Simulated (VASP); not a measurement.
Input of a VASP 6.6.1 run:

Contents of INCAR:

```
PREC = Accurate ; ENCUT = 520
EDIFF = 1E-6 ; ISMEAR = 0
SIGMA = 0.05 ; LREAL = F
LASPH = T ; NELM = 80
ALGO = Normal ; ISIF = 2
LWAVE = F ; LCHARG = F
GGA = PE ; NBANDS = 23
```

The input KPOINTS:

```
Automatic mesh
0
Gamma
  12 12 6
```

Contents of POSCAR:

```
HfN
1.0
    3.1339080219      0.0000000000      0.0000000000
   -1.5669540110      2.7140439601      0.0000000000
    0.0000000000      0.0000000000      5.4167677200
Hf N
2 2
Direct
    0.6666666700      0.3333333300      0.7500000000
    0.3333333300      0.6666666700      0.2500000000
    0.0091324905     -0.0320684828      0.0172237592
    0.0000000000      0.0000000000      0.5000000000
```

Potentials or basis: VASP PAW PBE potentials, release 64 (Hf_pv, N).

Command:

```bash
$ cat potpaw_PBE.64/Hf_pv/POTCAR potpaw_PBE.64/N/POTCAR > POTCAR
$ mpirun -np 1 vasp_std > vasp.out
```

Problem. Estimate the largest force.

Solution. 2.094 eV/Å.

Problem. Estimate the band gap on the k mesh.

Solution. Zero (bands 15 and 16 overlap by 1.92 eV).

Forces on the atoms (eV/Å):
```
Hf   0.275 -0.319  0.282
Hf   0.613 -0.549  0.683
N   -1.001  1.009 -1.537
N    0.113 -0.141  0.572
```

Caveat: spin-orbit coupling is left out, which moves the levels of the heavy elements; forces of over 1 eV/Å act on the atoms, so gaps and moduli don't describe the material at rest.
